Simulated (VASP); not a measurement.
# Nb16H (a cell with a defect) in VASP: further runs

Nb16H (a cell with a defect) is run at these levels: PBE; tasks: single point.

All numbers are computed with VASP 6.6.1; they aren't measurements. Logs are shortened: lines on timing, memory, paths and dates and some standing lists are left out, and cuts for length are marked.

### Step 1. The cell of the first run

The cell holds a defect, 17 atoms: a = 6.600 Å, b = 6.600 Å, c = 6.600 Å, α = 90.00°, β = 90.00°, γ = 90.00°.

### Step 2. Single point, PBE

INCAR reads:

```
PREC     = Accurate       # precision mode
ENCUT    = 520            # plane-wave cutoff, eV
EDIFF    = 1E-6           # SCF threshold, eV
ISMEAR   = 0              # smearing method
SIGMA    = 0.05           # smearing width, eV
LREAL    = Auto         
LASPH    = T              # aspherical terms in the spheres
NELM     = 100            # most SCF steps
ALGO     = Normal         # electronic algorithm
ISIF     = 2              # what is computed and relaxed
LWAVE    = F              # write WAVECAR
LCHARG   = T              # write CHGCAR
GGA      = PE             # functional
LELF     = T              # ELF
LVHAR    = T            
NBANDS   = 118            # bands
```

KPOINTS reads:

```
Automatic mesh
0
Gamma
  3 3 3
```

POSCAR reads:

```
Nb16H
1.0
    6.6000000000      0.0000000000      0.0000000000
    0.0000000000      6.6000000000      0.0000000000
    0.0000000000      0.0000000000      6.6000000000
Nb H
16 1
Direct
    0.0025339394     -0.0001193939      0.0004980303
    0.5083624242     -0.0077328788      0.0005003030
   -0.0017924242      0.5016128788      0.0004713636
   -0.0006239394      0.0012390909      0.5005006061
    0.2468607576      0.2556175758      0.2616634848
    0.5001031818      0.4987631818      0.0004742424
    0.5004562121     -0.0011121212      0.5005004545
    0.7493368182      0.2480333333      0.2504466667
   -0.0039731818      0.5029312121      0.5004819697
    0.2506131818      0.7502277273      0.2506839394
    0.2468495455      0.2556312121      0.7393133333
    0.4980160606      0.5002033333      0.5004822727
    0.7515312121      0.7471990909      0.2497116667
    0.7493246970      0.2480465152      0.7505286364
    0.2506054545      0.7502440909      0.7502960606
    0.7515230303      0.7472092424      0.7512456061
    0.2878803030      0.1694142424      0.0005275758
```

Potentials or basis: VASP PAW PBE potentials, release 64 (Nb_sv, H).

On the command line:

```
> cat potpaw_PBE.64/Nb_sv/POTCAR potpaw_PBE.64/H/POTCAR > POTCAR
> mpirun -np 1 vasp_std > vasp.out
```

OUTCAR:

```text
PREC = Accurate
   ENCUT = 520
   EDIFF = 1E-6
   ISMEAR = 0
   LREAL = Auto
   LASPH = T
   NELM = 100
   ISIF = 2
   GGA = PE

 ion  position               nearest neighbor table
   1  0.003  1.000  0.000-  15 2.85  10 2.85   8 2.86  14 2.86  13 2.87  16 2.87   5 2.90  11 2.90

   2  0.508  0.992  0.001-  17 1.87  13 2.81  16 2.81   8 2.85  14 2.85  10 2.86  15 2.86   5 3.00
                            11 3.00
   3  0.998  0.502  0.000-  13 2.83  16 2.83  15 2.86  10 2.86  14 2.87   8 2.87  11 2.88   5 2.88

   4  0.999  0.001  0.501-  11 2.82   5 2.82  14 2.85   8 2.85  15 2.87  10 2.87  16 2.87  13 2.87

   5  0.247  0.256  0.262-  17 1.84  12 2.80   9 2.81   4 2.82   7 2.86   3 2.88   6 2.89   1 2.90
                             2 3.00
   6  0.500  0.499  0.000-  16 2.85  13 2.85  14 2.86   8 2.86  15 2.86  10 2.86  11 2.89   5 2.89

   7  0.500  0.999  0.501-  14 2.85   8 2.85  15 2.85  10 2.85   5 2.86  11 2.86  16 2.87  13 2.87

   8  0.749  0.248  0.250-   4 2.85   2 2.85   7 2.85   6 2.86   1 2.86   9 2.86   3 2.87  12 2.87

   9  0.996  0.503  0.500-  11 2.81   5 2.81  13 2.82  16 2.82   8 2.86  14 2.86  10 2.86  15 2.86

  10  0.251  0.750  0.251-  12 2.85   1 2.85   7 2.85   2 2.86   6 2.86   3 2.86   9 2.86   4 2.87

  11  0.247  0.256  0.739-  17 1.84  12 2.80   9 2.81   4 2.82   7 2.86   3 2.88   6 2.89   1 2.90
                             2 3.00
  12  0.498  0.500  0.500-   5 2.80  11 2.80  10 2.85  15 2.85  16 2.86  13 2.86  14 2.87   8 2.87

  13  0.752  0.747  0.250-   2 2.81   9 2.82   3 2.83   6 2.85  12 2.86   4 2.87   1 2.87   7 2.87

  14  0.749  0.248  0.751-   4 2.85   2 2.85   7 2.85   6 2.86   1 2.86   9 2.86   3 2.87  12 2.87

  15  0.251  0.750  0.750-  12 2.85   1 2.85   7 2.85   2 2.86   6 2.86   3 2.86   9 2.86   4 2.87

  16  0.752  0.747  0.751-   2 2.81   9 2.82   3 2.83   6 2.85  12 2.86   4 2.87   1 2.87   7 2.87

  17  0.288  0.169  0.001-   5 1.84  11 1.84   2 1.87

  LATTYP: Found a simple cubic cell.
 ALAT       =     6.6000000000

  Lattice vectors:

 A1 = (   6.6000000000,   0.0000000000,   0.0000000000)
 A2 = (   0.0000000000,   6.6000000000,   0.0000000000)
 A3 = (   0.0000000000,   0.0000000000,   6.6000000000)

Analysis of symmetry for initial positions (statically):
=====================================================================
 Subroutine PRICEL returns:
 Original cell was already a primitive cell.

 Routine SETGRP: Setting up the symmetry group for a
 simple cubic supercell.

 Subroutine GETGRP returns: Found  1 space group operations
 (whereof  1 operations were pure point group operations)
 out of a pool of 48 trial point group operations.

The static configuration has the point symmetry C_1 .

Analysis of symmetry for dynamics (positions and initial velocities):
=====================================================================
 Subroutine PRICEL returns:
 Original cell was already a primitive cell.

 Routine SETGRP: Setting up the symmetry group for a
 simple cubic supercell.

 Subroutine GETGRP returns: Found  1 space group operations
 (whereof  1 operations were pure point group operations)
 out of a pool of 48 trial point group operations.

The dynamic configuration has the point symmetry C_1 .

 Subroutine INISYM returns: Found  1 space group operations
 (whereof  1 operations are pure point group operations),
 and found     1 'primitive' translations

----------------------------------------------------------------------------------------

                                     Primitive cell

  volume of cell :     287.4960

  direct lattice vectors                    reciprocal lattice vectors
     6.600000000  0.000000000  0.000000000     0.151515152  0.000000000  0.000000000
     0.000000000  6.600000000  0.000000000     0.000000000  0.151515152  0.000000000
     0.000000000  0.000000000  6.600000000     0.000000000  0.000000000  0.151515152

  length of vectors
     6.600000000  6.600000000  6.600000000     0.151515152  0.151515152  0.151515152

  position of ions in fractional coordinates (direct lattice)
     0.002533939  0.999880606  0.000498030
     0.508362424  0.992267121  0.000500303
     0.998207576  0.501612879  0.000471364
     0.999376061  0.001239091  0.500500606
     0.246860758  0.255617576  0.261663485
     0.500103182  0.498763182  0.000474242
[... 9 lines left out ...]
     0.751523030  0.747209242  0.751245606
     0.287880303  0.169414242  0.000527576

  ion indices of the primitive-cell ions
   primitive index   ion index
                 1           1
                 2           2
                 3           3
                 4           4
                 5           5
                 6           6
[... 9 lines left out ...]
                16          16
                17          17

----------------------------------------------------------------------------------------

 KPOINTS: Automatic mesh

Automatic generation of k-mesh.
 Grid dimensions read from file:
 generate k-points for:    3    3    3

 Generating k-lattice:

  Cartesian coordinates                     Fractional coordinates (reciprocal lattice)
     0.050505051  0.000000000  0.000000000     0.333333333  0.000000000  0.000000000
     0.000000000  0.050505051  0.000000000     0.000000000  0.333333333  0.000000000
     0.000000000  0.000000000  0.050505051     0.000000000  0.000000000  0.333333333

  Length of vectors
     0.050505051  0.050505051  0.050505051

  Shift w.r.t. Gamma in fractional coordinates (k-lattice)
     0.000000000  0.000000000  0.000000000

 Subroutine IBZKPT returns following result:
 ===========================================

 Found     14 irreducible k-points:

 Following reciprocal coordinates:
            Coordinates               Weight
  0.000000  0.000000  0.000000      1.000000
  0.333333  0.000000  0.000000      2.000000
  0.000000  0.333333  0.000000      2.000000
  0.000000  0.000000  0.333333      2.000000
  0.333333  0.333333  0.000000      2.000000
  0.000000  0.333333  0.333333      2.000000
  0.333333  0.000000  0.333333      2.000000
 -0.333333  0.333333  0.000000      2.000000
 -0.333333  0.000000  0.333333      2.000000
  0.000000 -0.333333  0.333333      2.000000
  0.333333  0.333333  0.333333      2.000000
 -0.333333  0.333333  0.333333      2.000000
 -0.333333 -0.333333  0.333333      2.000000
  0.333333 -0.333333  0.333333      2.000000
   k-points           NKPTS =     14   k-points in BZ     NKDIM =     14   number of bands    NBANDS=    118
   number of dos      NEDOS =    301   number of ions     NIONS =     17
   total plane-waves  NPLWV = 125000
   dimension x,y,z NGX =    50 NGY =   50 NGZ =   50
   dimension x,y,z NGXF=   100 NGYF=  100 NGZF=  100
   ions per type =              16   1
   NGX,Y,Z   is equivalent  to a cutoff of  12.59, 12.59, 12.59 a.u.
   NGXF,Y,Z  is equivalent  to a cutoff of  25.19, 25.19, 25.19 a.u.
 SYSTEM =  unknown system
   PREC   = accura    normal or accurate (medium, high low for compatibility)
   ISTART =      0    job   : 0-new  1-cont  2-samecut
   ICHARG =      2    charge: 1-file 2-atom 10-const
   ISPIN  =      1    spin polarized calculation?
   LNONCOLLINEAR =      F non collinear calculations
   LSORBIT =      F    spin-orbit coupling
   LASPH  =      T    aspherical Exc in radial PAW
   ENCUT  =  520.0 eV  38.22 Ry    6.18 a.u.  12.27 12.27 12.27*2*pi/ulx,y,z
   NELM   =    100;   NELMIN=  2; NELMDL= -5     # of ELM steps
   EDIFF  = 0.1E-05   stopping-criterion for ELM
   LREAL  =      T    real-space projection
   EDIFFG = 0.1E-04   stopping-criterion for IOM
   NSW    =      0    number of steps for IOM
   IBRION =     -1    ionic relax: 0-MD 1-quasi-New 2-CG
   NFREE  =      0    steps in history (QN), initial steepest desc. (CG)
   ISIF   =      2    stress and relaxation
   ISYM   =      2    0-nonsym 1-usesym 2-fastsym
   POTIM  = 0.5000    time-step for ionic-motion
   TEBEG  =    0.0;   TEEND  =   0.0 temperature during run
   PSTRESS=    0.0 pullay stress
   NELECT =     209.0000    total number of electrons
   NUPDOWN=      -1.0000    fix difference up-down
   EMIN   =  10.00;   EMAX   =-10.00  energy-range for DOS
   EFERMI =   0.00;   METHOD = LEGACY
   ISMEAR =     0;   SIGMA  =   0.05  broadening in eV -4-tet -1-fermi 0-gaus
   EFERMI_NEDOS =   21; number of points for ismear=-14 and -15
   IALGO  =     38    algorithm
   IMIX   =      4    mixing-type and parameters
     AMIX     =   0.40;   BMIX     =  1.00
     AMIX_MAG =   1.60;   BMIX_MAG =  1.00
  volume/ion in A,a.u.               =      16.91       114.12
  Fermi-wavevector in a.u.,A,eV,Ry     =   1.472018  2.781710 29.481589  2.166836
  Thomas-Fermi vector in A             =   2.587083
   LORBIT       =      0    0 simple, 1 ext, 2 COOP (PROOUT), +10 PAW based schemes
   GGA     = PE    functional components
   LHFCALC =     F    Hartree Fock is set to
   AEXX    =    0.0000 exact exchange contribution
   IVDW    =     0    specifies the selected vdW correction
   LEPSILON=     F    determine dielectric tensor
   LRPA    =     F    only Hartree local field effects (RPA)
 non-spin polarized calculation
 Gauss-broadening in eV      SIGMA  =   0.05
  energy-cutoff  :      520.00
  volume of cell :      287.50
 maximum number of plane-waves:      7809
 NGX is ok and might be reduce to    50
   NGX = 25   NGY = 25   NGZ = 25

 number of electron     209.0000019 magnetization

 Free energy of the ion-electron system (eV)
  ---------------------------------------------------
  ext. energy  EPLUGINS =         0.00000000
  ---------------------------------------------------
  free energy    TOTEN  =      -167.33321268 eV

  energy without entropy =     -167.31984645  energy(sigma->0) =     -167.32652957

 E-fermi :  11.2376     XC(G=0): -12.5424

 val. band max:       11.2307236444   @ k =   0.0000   0.3333   0.0000
 cond. band min:      11.2670753128   @ k =   0.0000  -0.3333   0.3333
 fundamental gap:      0.0363516684
 Fermi energy:        11.2375558710

 k-point     1 :       0.0000    0.0000    0.0000
  band No.  band energies     occupation
      1     -43.0814      2.00000
      2     -42.9096      2.00000
      3     -42.8916      2.00000
      4     -42.8695      2.00000
      5     -42.8532      2.00000
      6     -42.8496      2.00000
[... 108 lines left out ...]
    115      13.5281      0.00000
    116      13.5464      0.00000

 k-point     2 :       0.3333    0.0000    0.0000
  band No.  band energies     occupation
      1     -43.0501      2.00000
      2     -42.9695      2.00000
      3     -42.8923      2.00000
      4     -42.8758      2.00000
      5     -42.8607      2.00000
      6     -42.8507      2.00000
[... 1420 lines left out ...]
 k-point    14 :       0.3333   -0.3333    0.3333
  band No.  band energies     occupation
      1     -42.9999      2.00000
      2     -42.9464      2.00000
      3     -42.9354      2.00000
      4     -42.9199      2.00000
      5     -42.8938      2.00000
      6     -42.8778      2.00000
[... 108 lines left out ...]
    115      13.6607      0.00000
    116      13.7335      0.00000
 [bands above 116 left out]

------------------------ aborting loop because EDIFF is reached ----------------------------------------

  FORCE on cell =-STRESS in cart. coord.  units (eV):
  Direction    XX          YY          ZZ          XY          YZ          ZX
  --------------------------------------------------------------------------------------
  -------------------------------------------------------------------------------------
  Total        3.0058327      3.3525928      5.7908274     -1.0443539      0.0015426      0.0020081
  in kB       16.7511098     18.6835582     32.2715180     -5.8200469      0.0085965      0.0111911
  external PRESSURE =      22.5687287 kB  Pullay stress =       0.0000000 kB

 VOLUME and BASIS-vectors are now :
 -----------------------------------------------------------------------------
  energy-cutoff  :      520.00
  volume of cell :      287.50
      direct lattice vectors                 reciprocal lattice vectors
     6.600000000  0.000000000  0.000000000     0.151515152  0.000000000  0.000000000
     0.000000000  6.600000000  0.000000000     0.000000000  0.151515152  0.000000000
     0.000000000  0.000000000  6.600000000     0.000000000  0.000000000  0.151515152

 POSITION                                       TOTAL-FORCE (eV/Angst)
 -----------------------------------------------------------------------------------
      0.01672      6.59921      0.00329         0.033267      0.004455     -0.000267
      3.35519      6.54896      0.00330         0.026966      0.012711     -0.000764
      6.58817      3.31065      0.00311         0.044193     -0.017703      0.000570
      6.59588      0.00818      3.30330         0.004390      0.041783     -0.000533
      1.62928      1.68708      1.72698         0.037018      0.047500     -0.007462
      3.30068      3.29184      0.00313         0.027184      0.013850      0.000227
[... 9 lines left out ...]
      4.96005      4.93158      4.95822         0.013916      0.013182      0.006555
      1.90001      1.11813      0.00348        -0.303270     -0.304357     -0.003494
 -----------------------------------------------------------------------------------
    total drift:                               -0.002016      0.001792     -0.002578

  FREE ENERGIE OF THE ION-ELECTRON SYSTEM (eV)
  ---------------------------------------------------
  free  energy   TOTEN  =      -167.3332126819 eV

  energy  without entropy=     -167.3198464534  energy(sigma->0) =     -167.32652957
```

Wall time 41 min (1 thread of Intel Xeon 8259CL, shared host); peak memory 0.53 GiB.

What came out:

```
Free energy            : -167.3332 eV
Pressure               : 2.3 GPa
Largest force          : 0.430 eV/Å
Band gap on the k mesh : zero (an odd number of electrons rules out a gap without spin polarisation)
```

Forces in eV/Å, atoms in the order of the input:
```
Nb   0.033  0.004  0.000
Nb   0.027  0.013 -0.001
Nb   0.044 -0.018  0.001
Nb   0.004  0.042 -0.001
Nb   0.037  0.048 -0.007
Nb   0.027  0.014  0.000
Nb   0.008  0.032 -0.001
Nb   0.012  0.000  0.003
Nb   0.007  0.026  0.000
Nb   0.015  0.019  0.013
Nb   0.037  0.046  0.012
Nb  -0.002  0.034  0.000
Nb   0.014  0.014 -0.006
Nb   0.012  0.000 -0.003
Nb   0.015  0.018 -0.014
Nb   0.014  0.013  0.007
H   -0.303 -0.304 -0.003
```

Levels at points of the mesh, in eV from the Fermi level:
```csv
k point,band 99,band 100,band 101,band 102,band 103,band 104,band 105,band 106,band 107,band 108
"(0.00, 0.00, 0.00)",0.36,0.39,0.67,0.88,0.91,0.91,0.95,0.96,0.97,1.00
```

### Step 3. Single point, PBE

INCAR reads:

```
PREC = Accurate ; ENCUT = 520
EDIFF = 1E-6 ; ISMEAR = 0
SIGMA = 0.05 ; LREAL = Auto
LASPH = True ; NELM = 100
ALGO = Normal ; ISIF = 2
LWAVE = False ; LCHARG = False
GGA = PE ; NBANDS = 118
```

KPOINTS reads:

```
regular mesh
0
Gamma
  3 3 3
```

POSCAR reads:

```
Nb16H
1.0
    6.6000000000      0.0000000000      0.0000000000
    0.0000000000      6.6000000000      0.0000000000
    0.0000000000      0.0000000000      6.6000000000
Nb H
16 1
Direct
    0.0012357576     -0.0010404545      0.0004509091
    0.5076521212     -0.0086774242      0.0004454545
   -0.0005900000      0.5007096970      0.0004521212
   -0.0011769697      0.0016866667      0.5004518182
    0.2440404545      0.2519189394      0.2605936364
    0.5012106061      0.4974524242      0.0004486364
    0.5002415152     -0.0002522727      0.5004468182
    0.7498409091      0.2491915152      0.2508725758
   -0.0029968182      0.5034719697      0.5004543939
    0.2521922727      0.7502466667      0.2503996970
    0.2440542424      0.2519136364      0.7403424242
    0.4983854545      0.5008015152      0.5004493939
    0.7528357576      0.7483160606      0.2497712121
    0.7498483333      0.2491877273      0.7500269697
    0.2522021212      0.7502433333      0.7505004545
    0.7528427273      0.7483128788      0.7510998485
    0.3412487879      0.2212063636      0.0004827273
```

Potentials or basis: VASP PAW PBE potentials, release 64 (Nb_sv, H).

On the command line:

```
> cat potpaw_PBE.64/Nb_sv/POTCAR potpaw_PBE.64/H/POTCAR > POTCAR
> mpirun -np 1 vasp_std > vasp.out
```

Wall time 40 min (1 thread of Intel Xeon 8259CL, shared host); peak memory 0.53 GiB.

It converged, with:

```
Free energy            : -167.3791 eV
Pressure               : 2.2 GPa
Largest force          : 0.511 eV/Å
Band gap on the k mesh : zero (an odd number of electrons rules out a gap without spin polarisation)
```

Forces on the atoms (eV/Å):
```
Nb  -0.037 -0.028  0.000
Nb  -0.022 -0.033  0.000
Nb  -0.028 -0.017  0.000
Nb  -0.006 -0.018  0.000
Nb  -0.052 -0.040  0.008
Nb  -0.013 -0.024  0.000
Nb  -0.014 -0.027  0.000
Nb  -0.020 -0.013  0.005
Nb  -0.015 -0.025  0.000
Nb  -0.013 -0.018  0.001
Nb  -0.052 -0.040 -0.008
Nb  -0.025 -0.039  0.000
Nb  -0.012 -0.008 -0.002
Nb  -0.020 -0.012 -0.005
Nb  -0.013 -0.017 -0.001
Nb  -0.012 -0.008  0.003
H    0.355  0.367 -0.001
```

Stress tensor (GPa, compression positive):
```
 1.93 -0.48  0.00
-0.48  1.71  0.00
 0.00  0.00  3.05
```

Levels at points of the mesh, in eV from the Fermi level:
```tsv
k point	band 100	band 101	band 102	band 103	band 104	band 105	band 106	band 107
(0.00, 0.00, 0.00)	0.39	0.66	0.88	0.91	0.92	0.94	0.95	0.96
```

The gap in the log of VASP goes by the Fermi energy; the results here count the filled bands.